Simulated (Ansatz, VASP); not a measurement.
Si in VASP and in Ansatz

```
Si
1.0
     0.00000    2.66629    2.66629
     2.66629    0.00000    2.66629
     2.66629    2.66629    0.00000
Si
2
Direct
  0.50000 0.50000 0.50000
  0.75000 0.75000 0.75000
```

Change from the starting cell: volume scaled by 0.94.

Alike in both runs: task single point; functional LDA; k mesh 8 × 8 × 8; occupations fermi-dirac, width 0.15 eV; no spin polarisation.

|  | VASP | Ansatz |
| --- | --- | --- |
| version | VASP 6.6.1 | Ansatz 0.2.0 |
| potentials or method | VASP PAW LDA potentials, release 64 (Si), cutoff 520 eV | all-electron LAPW, point nuclei |

```tsv
	VASP	Ansatz	Ansatz less VASP
pressure (GPa)	4.1	3.9	-0.13
```

LDA's correlation is that of Perdew and Zunger in VASP and of Perdew and Wang (1992) in Ansatz. Ansatz ran all-electron here, and VASP with PAW potentials.
